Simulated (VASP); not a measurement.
# Mo: single point with LDA

Mo:

```
Mo
1.0
    -2.46380    2.46380    1.28486
     2.46380   -2.46380    1.28486
     2.46380    2.46380   -1.28486
Mo
2
Direct
  0.62500 0.87500 0.75000
  0.37500 0.12500 0.25000
```

```
Program             : VASP 6.6.1
Task                : single point
Functional          : LDA
Potentials or basis : VASP PAW LDA potentials, release 64 (Mo_sv)
Cutoff              : 520 eV
k mesh              : 16 × 16 × 16
Occupations         : fermi-dirac, width 0.05 eV
Spin                : no spin polarisation
```

```yaml
Pressure: 7.6 GPa
Band_gap_on_the_k_mesh: zero (band 14 reaches 14.41 eV, above the bottom of band 15 at 11.20 eV)
```

Levels at points of the mesh, in eV from the Fermi level:
| k point | band 10 | band 11 | band 12 | band 13 | band 14 | band 15 | band 16 | band 17 | band 18 | band 19 |
| --- | --- | --- | --- | --- | --- | --- | --- | --- | --- | --- |
| (0.00, 0.00, 0.00) | -5.90 | -4.07 | -3.57 | -2.99 | 1.90 | 1.90 | 1.95 | 1.95 | 4.29 | 6.01 |
| (0.50, 0.00, 0.00) | -4.86 | -3.48 | -2.32 | -0.74 | -0.47 | 0.99 | 1.68 | 3.20 | 3.27 | 6.87 |
| (0.50, 0.50, 0.00) | -4.50 | -3.07 | -3.07 | -1.27 | -1.27 | 0.90 | 0.90 | 2.92 | 2.92 | 3.18 |
| (0.50, 0.50, 0.50) | -4.40 | -2.73 | -2.73 | 0.30 | 0.30 | 0.72 | 0.72 | 2.44 | 2.44 | 2.48 |

It took 100 s on 1 thread of Intel Xeon 6975P-C (shared host), peak memory 0.28 GiB.
